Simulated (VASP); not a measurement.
Set up this calculation in VASP 6.6.1, as the native input.

* Task: single point
* Functional: PBEsol
* Potentials or basis: VASP PAW PBE potentials, release 64 (P, B)
* Cutoff: 520 eV
* k mesh: 10 × 10 × 10
* Occupations: gaussian, width 0.1 eV
* Spin: no spin polarisation
* Dipole correction: no
* Further INCAR settings: ALGO = Normal; EDIFF = 1e-06; NBANDS = 11

The structure of BP lies in POSCAR:

```
BP
1.0
    0.0000000000      2.2690000000      2.2690000000
    2.2690000000      0.0000000000      2.2690000000
    2.2690000000      2.2690000000      0.0000000000
P B
1 1
Direct
    0.2500000000      0.2500000000      0.2500000000
    0.0000000000      0.0000000000      0.0000000000
```

The input as run:

INCAR

```
PREC = Accurate ; ENCUT = 520
EDIFF = 1E-6 ; ISMEAR = 0
SIGMA = 0.1 ; LREAL = False
LASPH = True ; NELM = 80
ALGO = Normal ; ISIF = 2
LWAVE = False ; LCHARG = False
GGA = PS ; NBANDS = 11
```

KPOINTS

```
Automatic mesh
0
Gamma
  10 10 10
```

Potentials or basis: VASP PAW PBE potentials, release 64 (P, B).

The run is started by

```bash
$ cat potpaw_PBE.64/P/POTCAR potpaw_PBE.64/B/POTCAR > POTCAR
$ mpirun -np 1 vasp_std > vasp.out
```

It gave:

| Property | Result |
| --- | --- |
| Pressure | -1.9 GPa |
| Band gap on the k mesh | 1.13 eV, indirect (least direct gap 3.36 eV) |

Caveat: the PAW data sets were made with another functional, which shifts forces and pressure a little.

It took 9.5 s on 1 thread of Intel Xeon 8259CL, with other jobs on the host, peak memory 0.13 GiB.
